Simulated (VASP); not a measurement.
# SrTiO3 (P4/mmm) in VASP: further runs, part 2 of 2

VASP 6.6.1.

## Step 3: Single point, PBE (uniaxial z strain -4.0%)

Contents of INCAR:

```
SYSTEM = SrTiO3
PREC = Accurate ; ENCUT = 520
EDIFF = 1E-6 ; ISMEAR = -1
SIGMA = 0.02 ; LREAL = .FALSE.
LASPH = .TRUE. ; NELM = 60
ALGO = Normal ; ISIF = 2
LWAVE = .FALSE. ; LCHARG = .FALSE.
GGA = PE ; NBANDS = 28
```

Contents of KPOINTS:

```
Automatic mesh
0
G
  6 6 6
  0 0 0
```

Contents of POSCAR:

```
SrTiO3
1.0
    3.9068515016      0.0000000000      0.0000000000
    0.0000000000      3.9068515016      0.0000000000
    0.0000000000      0.0000000000      3.7505774415
Sr Ti O
1 1 3
Direct
    0.0000000000      0.0000000000      0.0000000000
    0.5000000000      0.5000000000      0.5000000000
    0.5000000000      0.5000000000      0.0000000000
    0.5000000000      0.0000000000      0.5000000000
    0.0000000000      0.5000000000      0.5000000000
```

Potentials or basis: VASP PAW PBE potentials, release 64 (Sr_sv, Ti_sv, O).

Launch:

```sh
$ cat potpaw_PBE.64/Sr_sv/POTCAR potpaw_PBE.64/Ti_sv/POTCAR potpaw_PBE.64/O/POTCAR > POTCAR
$ mpirun -np 1 vasp_std > vasp.out
```

OUTCAR:

```text
SYSTEM = SrTiO3
   PREC = Accurate
   ENCUT = 520
   EDIFF = 1E-6
   ISMEAR = -1
   LREAL = .FALSE.
   LASPH = .TRUE.
   NELM = 60
   ISIF = 2
   GGA = PE

 ion  position               nearest neighbor table
   1  0.000  0.000  0.000-   4 2.71   5 2.71   4 2.71   5 2.71   5 2.71   5 2.71   4 2.71   4 2.71
                             3 2.76   3 2.76   3 2.76   3 2.76   2 3.34   2 3.34   2 3.34   2 3.34
   2  0.500  0.500  0.500-   3 1.88   3 1.88   5 1.95   4 1.95   4 1.95   5 1.95   1 3.34   1 3.34
                             1 3.34   1 3.34   1 3.34   1 3.34   1 3.34   1 3.34
   3  0.500  0.500  0.000-   2 1.88   2 1.88   1 2.76   1 2.76   1 2.76   1 2.76
   4  0.500  0.000  0.500-   2 1.95   2 1.95   1 2.71   1 2.71   1 2.71   1 2.71
   5  0.000  0.500  0.500-   2 1.95   2 1.95   1 2.71   1 2.71   1 2.71   1 2.71

  LATTYP: Found a simple tetragonal cell.
 ALAT       =     3.9068515016
 C/A-ratio  =     0.9600000000

  Lattice vectors:

 A1 = (   3.9068515016,   0.0000000000,   0.0000000000)
 A2 = (   0.0000000000,   3.9068515016,   0.0000000000)
 A3 = (   0.0000000000,   0.0000000000,   3.7505774415)

Analysis of symmetry for initial positions (statically):
=====================================================================
 Subroutine PRICEL returns:
 Original cell was already a primitive cell.

 Routine SETGRP: Setting up the symmetry group for a
 simple tetragonal supercell.

 Subroutine GETGRP returns: Found 16 space group operations
 (whereof 16 operations were pure point group operations)
 out of a pool of 16 trial point group operations.

The static configuration has the point symmetry D_4h.

Analysis of symmetry for dynamics (positions and initial velocities):
=====================================================================
 Subroutine PRICEL returns:
 Original cell was already a primitive cell.

[... 131 lines left out ...]
   IMIX   =      4    mixing-type and parameters
     AMIX     =   0.40;   BMIX     =  1.00
     AMIX_MAG =   1.60;   BMIX_MAG =  1.00
  volume/ion in A,a.u.               =      11.45        77.26
  Fermi-wavevector in a.u.,A,eV,Ry     =   1.452705  2.745215 28.713090  2.110353
  Thomas-Fermi vector in A             =   2.570056
   LORBIT       =      0    0 simple, 1 ext, 2 COOP (PROOUT), +10 PAW based schemes
   GGA     = PE    functional components
   LHFCALC =     F    Hartree Fock is set to
   AEXX    =    0.0000 exact exchange contribution
   IVDW    =     0    specifies the selected vdW correction
   LEPSILON=     F    determine dielectric tensor
   LRPA    =     F    only Hartree local field effects (RPA)
 non-spin polarized calculation
  energy-cutoff  :      520.00
  volume of cell :       57.25
 maximum number of plane-waves:      1558
 NGX is ok and might be reduce to    30
   NGX = 15   NGY = 15   NGZ = 13

 number of electron      39.9999997 magnetization

 Free energy of the ion-electron system (eV)
  ---------------------------------------------------
  ext. energy  EPLUGINS =         0.00000000
  ---------------------------------------------------
  free energy    TOTEN  =       -39.88500420 eV

  energy without entropy =      -39.88500420  energy(sigma->0) =      -39.88500420

 E-fermi :   4.9375     XC(G=0): -11.4797

 val. band max:        4.5170962231   @ k =   0.5000   0.5000   0.5000
 cond. band min:       6.3721664586   @ k =   0.0000   0.0000   0.0000
 fundamental gap:      1.8550702355
 Fermi energy:         4.9374559050

 k-point     1 :       0.0000    0.0000    0.0000
  band No.  band energies     occupation
      1     -51.8010      2.00000
      2     -28.1771      2.00000
      3     -28.1120      2.00000
      4     -28.0604      2.00000
      5     -28.0604      2.00000
      6     -13.1129      2.00000
[... 733 lines left out ...]
     27      13.0326      0.00000
     28      13.7993      0.00000

 [... further k-points ...]

------------------------ aborting loop because EDIFF is reached ----------------------------------------

  FORCE on cell =-STRESS in cart. coord.  units (eV):
  Direction    XX          YY          ZZ          XY          YZ          ZX
  --------------------------------------------------------------------------------------
  -------------------------------------------------------------------------------------
  Total        3.4004070      3.4004070      7.8835893      0.0000000     -0.0000000      0.0000000
  in kB       95.1676926     95.1676926    220.6391773      0.0000000     -0.0000000      0.0000000
  external PRESSURE =     136.9915208 kB  Pullay stress =       0.0000000 kB

 VOLUME and BASIS-vectors are now :
 -----------------------------------------------------------------------------
  energy-cutoff  :      520.00
  volume of cell :       57.25
      direct lattice vectors                 reciprocal lattice vectors
     3.906851502  0.000000000  0.000000000     0.255960586  0.000000000  0.000000000
     0.000000000  3.906851502  0.000000000     0.000000000  0.255960586  0.000000000
     0.000000000  0.000000000  3.750577441     0.000000000  0.000000000  0.266625610

 POSITION                                       TOTAL-FORCE (eV/Angst)
 -----------------------------------------------------------------------------------
      0.00000      0.00000      0.00000         0.000000      0.000000      0.000000
      1.95343      1.95343      1.87529         0.000000      0.000000      0.000000
      1.95343      1.95343      0.00000         0.000000      0.000000      0.000000
      1.95343      0.00000      1.87529         0.000000      0.000000      0.000000
      0.00000      1.95343      1.87529         0.000000      0.000000      0.000000
 -----------------------------------------------------------------------------------
    total drift:                                0.000000      0.000000     -0.000000

  FREE ENERGIE OF THE ION-ELECTRON SYSTEM (eV)
  ---------------------------------------------------
  free  energy   TOTEN  =       -39.8850041996 eV

  energy  without entropy=      -39.8850041996  energy(sigma->0) =      -39.88500420
```

Run time: 100 s. Hardware: 1 thread of Intel Xeon 8259CL, shared host; peak memory 0.21 GiB.

What came out:

- Free energy: -39.8850 eV
- Pressure: 13.7 GPa
- Band gap on the k mesh: 1.86 eV (least direct gap 2.17 eV)

Stress tensor (GPa, compression positive):
```
 9.52  0.00  0.00
 0.00  9.52  0.00
 0.00  0.00 22.06
```

Levels at points of the mesh, in eV from the valence-band top:
```csv
k point,band 18,band 19,band 20,band 21,band 22,band 23
"(0.00, 0.00, 0.00)",-0.37,-0.37,-0.31,1.86,1.93,1.93
"(0.50, 0.00, 0.00)",-2.13,-0.72,-0.72,2.10,3.83,3.84
"(0.50, 0.50, 0.00)",-1.80,-1.64,-0.22,3.85,3.85,4.28
"(0.00, 0.00, 0.50)",-2.15,-0.79,-0.79,2.09,4.25,4.25
"(0.50, 0.00, 0.50)",-1.56,-1.55,-0.11,3.85,4.26,4.56
"(0.50, 0.50, 0.50)",-0.09,0.00,0.00,4.55,4.80,4.80
```

Caveat: the cell differs from its parent crystal (uniaxial z strain -4.0%); the cell stands under pressure. A k mesh can miss the band edges.
